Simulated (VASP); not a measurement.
A run of VASP 6.6.1:

INCAR

```
ALGO = Normal
EDIFF = 1E-6
ENCUT = 520
ISIF = 2
ISMEAR = 0
LASPH = True
LCHARG = True
LELF = True
LREAL = False
LVHAR = True
LWAVE = False
NBANDS = 16
NELM = 80
PREC = Accurate
SIGMA = 0.05
```

KPOINTS

```
k-points
0
Gamma
  6 6 6
```

File POSCAR:

```
MgO
1.0
    3.4863778627      0.0000000000      0.0000000000
   -1.7431889314      3.0192917963      0.0000000000
    0.0000000000      0.0000000000      4.1780412200
Mg O
2 2
Direct
    0.6786635921      0.3421156923      0.7500000000
    0.3453302587      0.6754490256      0.2500000000
    0.6666666667      0.3333333333      0.2500000000
    0.3333333333      0.6666666667      0.7500000000
```

Potentials or basis: VASP PAW LDA potentials, release 64 (Mg, O).

The run is started by

```sh
$ cat potpaw_LDA.64/Mg/POTCAR potpaw_LDA.64/O/POTCAR > POTCAR
$ mpirun -np 1 vasp_std > vasp.out
```

Hardware: 1 thread of Intel(R) Xeon(R) Platinum 8259CL CPU @ 2.50GHz (Skylake/Cascade Lake), on a shared host.

How long does it take, and how much memory?

Wall time 37 s on 1 thread of Intel(R) Xeon(R) Platinum 8259CL CPU @ 2.50GHz (Skylake/Cascade Lake) (shared host), peak memory 0.18 GiB. Counts: scf iterations 13, k points 80.
